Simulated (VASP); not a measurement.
Here is a VASP 6.6.1 calculation.

File INCAR:

```
  PREC = Accurate
  ENCUT = 520
  EDIFF = 1E-7
  ISMEAR = 0
  SIGMA = 0.1
  LREAL = False
  LASPH = True
  NELM = 100
  ALGO = Normal
  ISIF = 2
  LWAVE = False
  LCHARG = False
  GGA = CA
  NBANDS = 24
```

The input KPOINTS:

```
regular mesh
0
Gamma
  12 12 8
```

Contents of POSCAR:

```
CuAs
1.0
    3.7796846230      0.0000000000      0.0000000000
   -1.8898423115      3.2733029018      0.0000000000
    0.0000000000      0.0000000000      4.8580437534
Cu As
2 2
Direct
    0.0000000000      0.0000000000      0.5000000000
    0.0000000000      0.0000000000      0.0000000000
    0.6666666667      0.3333333333      0.7500000000
    0.3333333333      0.6666666667      0.2500000000
```

Potentials or basis: VASP PAW LDA potentials, release 64 (Cu, As).

The run is started by

```sh
$ cat potpaw_LDA.64/Cu/POTCAR potpaw_LDA.64/As/POTCAR > POTCAR
$ mpirun -np 1 vasp_std > vasp.out
```

**Question.** Estimate the band gap on the k mesh.

**Answer.** Zero (band 16 reaches 8.53 eV, above the bottom of band 17 at 6.45 eV).

**Question.** Predict the pressure.

**Answer.** 0.5 GPa.
